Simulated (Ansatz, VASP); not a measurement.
## GaSnAs: VASP beside Ansatz

The input INCAR:

```
SYSTEM = GaSnAs
  PREC = Accurate
  ENCUT = 520
  EDIFF = 1E-7
  ISMEAR = 0
  SIGMA = 0.1
  LREAL = .False.
  LASPH = .True.
  NELM = 100
  ALGO = Normal
  ISIF = 2
  LWAVE = .False.
  LCHARG = .True.
  GGA = PE
  LELF = .True.
  LVHAR = .True.
  NBANDS = 23
```

KPOINTS

```
regular mesh
0
Gamma
  12 12 10
  0 0 0
```

POSCAR

```
GaSnAs
1.0
    4.5302680109      0.0000000000      0.0000000000
   -2.2651340054      3.9233271834      0.0000000000
    0.0000000000      0.0000000000      4.0000239763
Ga Sn As
1 1 1
Direct
    0.3333333333      0.6666666667      0.5000000000
    0.0000000000      0.0000000000      0.0000000000
    0.6666666667      0.3333333333      0.5000000000
```

Input for Ansatz:

```yaml
crystal:
  lattice:
    - [4.5302680109, 0.0, 0.0]
    - [-2.2651340054, 3.9233271834, 0.0]
    - [0.0, 0.0, 4.0000239763]
  atoms:
    - { symbol: Ga, position: [0.3333333333, 0.6666666667, 0.5] }
    - { symbol: Sn, position: [0.0, 0.0, 0.0] }
    - { symbol: As, position: [0.6666666667, 0.3333333333, 0.5] }
basis:
  ecutwfc: 420
kpoints:
  mp_grid: { grid: [12, 12, 10] }
  band_path:
    path:
      - [[0.0, 0.0, 0.0], [0.5, 0.0, 0.0], [0.33333333, 0.33333333, 0.0], [0.0, 0.0, 0.0], [0.0, 0.0, 0.5], [0.5, 0.0, 0.5], [0.33333333, 0.33333333, 0.5], [0.0, 0.0, 0.5]]
      - [[0.5, 0.0, 0.5], [0.5, 0.0, 0.0]]
      - [[0.33333333, 0.33333333, 0.5], [0.33333333, 0.33333333, 0.0]]
    npoints: 14
hamiltonian:
  xc: pbe
scf:
  occupations: { method: gaussian, width: 0.1 }
  n_extra_bands: 7
output:
  forces: true
  stress: true
  eigenvalues: true
  populations: true
  dos: { projected: true, de: 0.02, nscf_kmesh: { grid: [18, 18, 15] } }
  bader: true
  write_density: true
  write_potential: true
  elf: true
  volumetric_format: npy
```

Alike in both runs: task single point; functional PBE; k mesh 12 × 12 × 10; occupations gaussian, width 0.1 eV; no spin polarisation.

|  | VASP | Ansatz |
| --- | --- | --- |
| version | VASP 6.6.1 | Ansatz 0.2.0 |
| potentials or method | VASP PAW PBE potentials, release 64 (Ga_d, Sn_d, As), cutoff 520 eV | scalar-relativistic, plane waves, PAW |
| valence electrons in the cell | 32 | 42 |

```csv
,VASP,Ansatz,Ansatz less VASP
gap on the k mesh at the Fermi level (eV),none,none,-
pressure (GPa),0.1,0.0,-0.06
```

A gap of «none» marks a metal or a gap that the smearing closes. With one functional, cell and mesh, what is left measures potentials, basis and numerics. VASP's potentials hold 32 valence electrons a cell and Ansatz's 42, so a difference there can come from the potentials and not from the codes.
